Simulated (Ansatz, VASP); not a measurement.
# One calculation of SnO, two programs

Contents of POSCAR:

```
SnO
1.0
    0.0000000000      2.7082147278      2.7082147278
    2.7082147278      0.0000000000      2.7082147278
    2.7082147278      2.7082147278      0.0000000000
Sn O
1 1
Direct
    0.0000000000      0.0000000000      0.0000000000
    0.2500000000      0.2500000000      0.2500000000
```

INCAR.step1

```
SYSTEM = SnO
PREC = Accurate
ENCUT = 660
ISMEAR = -1
SIGMA = 0.02
LREAL = .FALSE.
LASPH = .TRUE.
NELM = 200
ISPIN = 2
MAGMOM = 0 0
NBANDS = 21
GGA = PE
ALGO = Normal
EDIFF = 1E-5
LWAVE = .TRUE.
LCHARG = .FALSE.
GGA_COMPAT = .FALSE.
```

INCAR.step2

```
SYSTEM = SnO
PREC = Accurate
ENCUT = 660
EDIFF = 1E-6
ISMEAR = -1
SIGMA = 0.02
LREAL = .FALSE.
LASPH = .TRUE.
NELM = 200
ALGO = Normal
ISIF = 2
LWAVE = .FALSE.
LCHARG = .FALSE.
ISPIN = 2
MAGMOM = 0 0
LORBIT = 11
METAGGA = R2SCAN
LMIXTAU = .TRUE.
NBANDS = 21
ISTART = 1
GGA_COMPAT = .FALSE.
```

File KPOINTS:

```
regular mesh
0
G
  6 6 6
  0 0 0
```

Input for Ansatz:

```yaml
crystal:
  lattice:
    - [0.0, 2.7082147278, 2.7082147278]
    - [2.7082147278, 0.0, 2.7082147278]
    - [2.7082147278, 2.7082147278, 0.0]
  atoms:
    - { symbol: Sn, position: [0.0, 0.0, 0.0] }
    - { symbol: O, position: [0.25, 0.25, 0.25] }
kpoints:
  mp_grid: { grid: [6, 6, 6] }
hamiltonian:
  xc: r2scan
scf:
  occupations: { method: fermi_dirac, width: 0.02 }
  n_extra_bands: 4
  max_iter: 99
output:
  forces: true
  stress: true
  eigenvalues: true
magnetization:
  spin_polarized: true
  initial_magnetization: 2.0
```

Alike in both runs: task single point; functional r2SCAN; k mesh 6 × 6 × 6; occupations fermi-dirac, width 0.02 eV; collinear spin.

|  | VASP | Ansatz |
| --- | --- | --- |
| version | VASP 6.6.1 | Ansatz 0.2.0 |
| potentials or method | VASP PAW PBE potentials, release 64 (Sn_d, O) | plane waves |
| plane-wave cutoff (eV) | 660 | 500 |
| valence electrons in the cell | 20 | 20 |

Ansatz gave:

- gap on the k mesh at the Fermi level (eV): none
- pressure (GPa): -0.1
- net moment per atom (μB): 0.00

Task: Estimate VASP's values.

Result: gap on the k mesh at the Fermi level (eV): none; pressure (GPa): 0.2; net moment per atom (μB): 0.00.

VASP's potentials were made for PBE, not for r2SCAN. A gap of «none» marks a metal or a gap that the smearing closes. Ansatz's warnings: moment headroom below auto, seeded moment not kept, stability check not made.
